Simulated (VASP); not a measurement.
Bi2Se3:

```
Bi Se
1.0
     2.08522    1.20390    9.60855
    -2.08522    1.20390    9.60855
     0.00000   -2.40780    9.60855
Bi Se
2 3
Cartesian
  0.0000 0.0000 17.2723
  0.0000 0.0000 11.5533
  0.0000 0.0000 22.7233
  0.0000 0.0000 6.1024
  0.0000 0.0000 0.0000
```

Base run:

| Property | Result |
| --- | --- |
| Program | VASP 6.6.1 |
| Functional | LDA |
| Potentials or basis | VASP PAW LDA potentials, release 64 (Bi_d, Se) |
| Cutoff | 520 eV |
| k mesh | 8 × 8 × 8 |
| Occupations | fermi-dirac, width 0.05 eV |
| Spin | no spin polarisation |

Its results: band gap on the k mesh 0.10 eV; pressure -2.8 GPa; largest force 0.128 eV/Å.

The run is repeated on the same cell with these changes: functional from LDA to PBE exchange alone; potentials or basis from VASP PAW LDA potentials, release 64 (Bi_d, Se) to VASP PAW PBE potentials, release 64 (Bi_d, Se). What comes out?

Band gap on the k mesh 0.30 eV; pressure 10.4 GPa; largest force 0.484 eV/Å.

Caveats: spin-orbit coupling is left out, which moves the levels of the heavy elements; the cell stands under pressure (at least some runs).

A k mesh can miss the band edges.
